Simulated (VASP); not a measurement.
# Si3BTe2 (P4mm) in VASP: notebook, part 2 of 2

VASP 6.6.1.

**3. Single point, PBE**

This run uses another cell than the first one, of 21.16 Å³/atom.

INCAR reads:

```
SYSTEM = Si3BTe2
PREC = Accurate ; ENCUT = 520
EDIFF = 1E-6 ; ISMEAR = 0
SIGMA = 0.1 ; LREAL = .False.
LASPH = .True. ; NELM = 60
ALGO = Fast ; ISIF = 2
LWAVE = .False. ; LCHARG = .False.
GGA = PE ; NBANDS = 22
```

KPOINTS reads:

```
regular mesh
0
Gamma
  6 6 2
  0 0 0
```

POSCAR reads:

```
Si3BTe2
1.0
    3.5302676800      0.0000000000      0.0000000000
    0.0000000000      3.5302676800      0.0000000000
    0.0000000000      0.0000000000     10.1894723200
Si B Te
3 1 2
Direct
    0.0000000000      0.0000000000      0.6746923900
    0.0000000000      0.0000000000      0.3274696500
    0.5000000000      0.5000000000      0.8249817500
    0.5000000000      0.5000000000      0.1713354600
    0.0000000000      0.0000000000      0.9999432600
    0.5000000000      0.5000000000      0.5015775000
```

Potentials or basis: VASP PAW PBE potentials, release 64 (Si, B, Te).

The run is started by

```bash
$ cat potpaw_PBE.64/Si/POTCAR potpaw_PBE.64/B/POTCAR potpaw_PBE.64/Te/POTCAR > POTCAR
$ mpirun -np 1 vasp_std > vasp.out
```

OUTCAR:

```text
SYSTEM = Si3BTe2
   PREC = Accurate
   ENCUT = 520
   EDIFF = 1E-6
   ISMEAR = 0
   LREAL = .False.
   LASPH = .True.
   NELM = 60
   ISIF = 2
   GGA = PE

 ion  position               nearest neighbor table
   1  0.000  0.000  0.675-   3 2.93   3 2.93   3 2.93   3 2.93   6 3.06   6 3.06   6 3.06   6 3.06
                             5 3.31
   2  0.000  0.000  0.327-   6 3.06   6 3.06   6 3.06   6 3.06   5 3.34
   3  0.500  0.500  0.825-   1 2.93   1 2.93   1 2.93   1 2.93   5 3.07   5 3.07   5 3.07   5 3.07
                             6 3.30
   4  0.500  0.500  0.171-
   5  0.000  0.000  1.000-   3 3.07   3 3.07   3 3.07   3 3.07   1 3.31   2 3.34
   6  0.500  0.500  0.502-   1 3.06   1 3.06   1 3.06   1 3.06   2 3.06   2 3.06   2 3.06   2 3.06
                             3 3.30

  LATTYP: Found a simple tetragonal cell.
 ALAT       =     3.5302676800
 C/A-ratio  =     2.8863171985

  Lattice vectors:

 A1 = (   3.5302676800,   0.0000000000,   0.0000000000)
 A2 = (   0.0000000000,   3.5302676800,   0.0000000000)
 A3 = (   0.0000000000,   0.0000000000,  10.1894723200)

Analysis of symmetry for initial positions (statically):
=====================================================================
 Subroutine PRICEL returns:
 Original cell was already a primitive cell.

 Routine SETGRP: Setting up the symmetry group for a
 simple tetragonal supercell.

 Subroutine GETGRP returns: Found  8 space group operations
 (whereof  8 operations were pure point group operations)
 out of a pool of 16 trial point group operations.

The static configuration has the point symmetry C_4v.

Analysis of symmetry for dynamics (positions and initial velocities):
=====================================================================
 Subroutine PRICEL returns:
 Original cell was already a primitive cell.

 Routine SETGRP: Setting up the symmetry group for a
 simple tetragonal supercell.

 Subroutine GETGRP returns: Found  8 space group operations
 (whereof  8 operations were pure point group operations)
 out of a pool of 16 trial point group operations.

The dynamic configuration has the point symmetry C_4v.

 Subroutine INISYM returns: Found  8 space group operations
 (whereof  8 operations are pure point group operations),
 and found     1 'primitive' translations

----------------------------------------------------------------------------------------

                                     Primitive cell

  volume of cell :     126.9893

  direct lattice vectors                    reciprocal lattice vectors
     3.530267680  0.000000000  0.000000000     0.283264639  0.000000000  0.000000000
     0.000000000  3.530267680  0.000000000     0.000000000  0.283264639  0.000000000
     0.000000000  0.000000000 10.189472320     0.000000000  0.000000000  0.098140509

  length of vectors
     3.530267680  3.530267680 10.189472320     0.283264639  0.283264639  0.098140509

  position of ions in fractional coordinates (direct lattice)
     0.000000000  0.000000000  0.674692390
     0.000000000  0.000000000  0.327469650
     0.500000000  0.500000000  0.824981750
     0.500000000  0.500000000  0.171335460
     0.000000000  0.000000000  0.999943260
     0.500000000  0.500000000  0.501577500

  ion indices of the primitive-cell ions
   primitive index   ion index
                 1           1
                 2           2
                 3           3
                 4           4
[... 35 lines left out ...]
  0.166667  0.166667  0.000000      4.000000
  0.333333  0.166667  0.000000      8.000000
[... 12 lines left out ...]
  0.500000  0.333333  0.500000      4.000000
  0.500000  0.500000  0.500000      1.000000
   k-points           NKPTS =     20   k-points in BZ     NKDIM =     20   number of bands    NBANDS=     22
   number of dos      NEDOS =    301   number of ions     NIONS =      6
   total plane-waves  NPLWV =  62720
   dimension x,y,z NGX =    28 NGY =   28 NGZ =   80
   dimension x,y,z NGXF=    56 NGYF=   56 NGZF=  160
   ions per type =               3   1   2
   NGX,Y,Z   is equivalent  to a cutoff of  13.19, 13.19, 13.05 a.u.
   NGXF,Y,Z  is equivalent  to a cutoff of  26.37, 26.37, 26.10 a.u.
 SYSTEM =  Si3BTe2
   PREC   = accura    normal or accurate (medium, high low for compatibility)
   ISTART =      0    job   : 0-new  1-cont  2-samecut
   ICHARG =      2    charge: 1-file 2-atom 10-const
   ISPIN  =      1    spin polarized calculation?
   LNONCOLLINEAR =      F non collinear calculations
   LSORBIT =      F    spin-orbit coupling
   LASPH  =      T    aspherical Exc in radial PAW
   ENCUT  =  520.0 eV  38.22 Ry    6.18 a.u.   6.56  6.56 18.95*2*pi/ulx,y,z
   NELM   =     60;   NELMIN=  2; NELMDL= -5     # of ELM steps
   EDIFF  = 0.1E-05   stopping-criterion for ELM
   LREAL  =      F    real-space projection
   EDIFFG = 0.1E-04   stopping-criterion for IOM
   NSW    =      0    number of steps for IOM
   IBRION =     -1    ionic relax: 0-MD 1-quasi-New 2-CG
   NFREE  =      0    steps in history (QN), initial steepest desc. (CG)
   ISIF   =      2    stress and relaxation
   ISYM   =      2    0-nonsym 1-usesym 2-fastsym
   POTIM  = 0.5000    time-step for ionic-motion
   TEBEG  =    0.0;   TEEND  =   0.0 temperature during run
   PSTRESS=    0.0 pullay stress
   NELECT =      27.0000    total number of electrons
   NUPDOWN=      -1.0000    fix difference up-down
   EMIN   =  10.00;   EMAX   =-10.00  energy-range for DOS
   EFERMI =   0.00;   METHOD = LEGACY
   ISMEAR =     0;   SIGMA  =   0.10  broadening in eV -4-tet -1-fermi 0-gaus
   EFERMI_NEDOS =   21; number of points for ismear=-14 and -15
   IALGO  =     68    algorithm
   IMIX   =      4    mixing-type and parameters
     AMIX     =   0.40;   BMIX     =  1.00
     AMIX_MAG =   1.60;   BMIX_MAG =  1.00
  volume/ion in A,a.u.               =      21.16       142.83
  Fermi-wavevector in a.u.,A,eV,Ry     =   0.977103  1.846457 12.989899  0.954731
  Thomas-Fermi vector in A             =   2.107774
   LORBIT       =      0    0 simple, 1 ext, 2 COOP (PROOUT), +10 PAW based schemes
   GGA     = PE    functional components
   LHFCALC =     F    Hartree Fock is set to
   AEXX    =    0.0000 exact exchange contribution
   IVDW    =     0    specifies the selected vdW correction
   LEPSILON=     F    determine dielectric tensor
   LRPA    =     F    only Hartree local field effects (RPA)
 non-spin polarized calculation
 RMM-DIIS sequential band-by-band and
 Gauss-broadening in eV      SIGMA  =   0.10
  energy-cutoff  :      520.00
  volume of cell :      126.99
 maximum number of plane-waves:      3470
 NGX is ok and might be reduce to    28
   NGX = 13   NGY = 13   NGZ = 37

 number of electron      27.0000002 magnetization

 Free energy of the ion-electron system (eV)
  ---------------------------------------------------
  ext. energy  EPLUGINS =         0.00000000
  ---------------------------------------------------
  free energy    TOTEN  =       -22.60310924 eV

  energy without entropy =      -22.58362017  energy(sigma->0) =      -22.59336471

 E-fermi :   7.0427     XC(G=0): -10.0860

 val. band max:        7.0319366878   @ k =   0.3333   0.3333   0.0000
 cond. band min:       7.1048931578   @ k =   0.3333   0.0000   0.0000
 fundamental gap:      0.0729564701
 Fermi energy:         7.0427159285

 k-point     1 :       0.0000    0.0000    0.0000
  band No.  band energies     occupation
      1      -6.5928      2.00000
      2      -5.9272      2.00000
      3      -3.2074      2.00000
      4      -0.6343      2.00000
      5       0.4762      2.00000
      6       3.6758      2.00000
[... 489 lines left out ...]
     21       9.7139      0.00000
     22       9.7139      0.00000

------------------------ aborting loop because EDIFF is reached ----------------------------------------

  FORCE on cell =-STRESS in cart. coord.  units (eV):
  Direction    XX          YY          ZZ          XY          YZ          ZX
  --------------------------------------------------------------------------------------
  -------------------------------------------------------------------------------------
  Total       -5.4847830     -5.4847830     -5.3613337      0.0000000      0.0000000      0.0000000
  in kB      -69.1995178    -69.1995178    -67.6420018      0.0000000      0.0000000      0.0000000
  external PRESSURE =     -68.6803458 kB  Pullay stress =       0.0000000 kB

 VOLUME and BASIS-vectors are now :
 -----------------------------------------------------------------------------
  energy-cutoff  :      520.00
  volume of cell :      126.99
      direct lattice vectors                 reciprocal lattice vectors
     3.530267680  0.000000000  0.000000000     0.283264639  0.000000000  0.000000000
     0.000000000  3.530267680  0.000000000     0.000000000  0.283264639  0.000000000
     0.000000000  0.000000000 10.189472320     0.000000000  0.000000000  0.098140509

 POSITION                                       TOTAL-FORCE (eV/Angst)
 -----------------------------------------------------------------------------------
      0.00000      0.00000      6.87476        -0.000000     -0.000000      0.848694
      0.00000      0.00000      3.33674         0.000000      0.000000     -0.688249
      1.76513      1.76513      8.40613        -0.000000      0.000000     -0.476355
      1.76513      1.76513      1.74582        -0.000000     -0.000000      0.174598
      0.00000      0.00000     10.18889        -0.000000      0.000000      0.563562
      1.76513      1.76513      5.11081        -0.000000     -0.000000     -0.422251
 -----------------------------------------------------------------------------------
    total drift:                               -0.000000      0.000000     -0.000019

  FREE ENERGIE OF THE ION-ELECTRON SYSTEM (eV)
  ---------------------------------------------------
  free  energy   TOTEN  =       -22.6031092441 eV

  energy  without entropy=      -22.5836201666  energy(sigma->0) =      -22.59336471
```

Wall time 59 s (1 thread of Oxide Virtual Turin-like, shared host); peak memory 0.23 GiB.

What came out:

| Item | Value |
| --- | --- |
| Free energy | -22.6031 eV |
| Pressure | -6.9 GPa |
| Largest force | 0.849 eV/Å |
| Band gap on the k mesh | zero (an odd number of electrons rules out a gap without spin polarisation) |

Forces on the atoms (eV/Å):
```
Si   0.000  0.000  0.849
Si   0.000  0.000 -0.688
Si   0.000  0.000 -0.476
B    0.000  0.000  0.175
Te   0.000  0.000  0.564
Te   0.000  0.000 -0.422
```

Caveat: the cell stands under tension; spin-orbit coupling is left out, which moves the levels of the heavy elements; an odd number of electrons without spin polarisation forces a metal; a magnetic or distorted state may lie lower.

The gap in the log of VASP goes by the Fermi energy; the results here count the filled bands.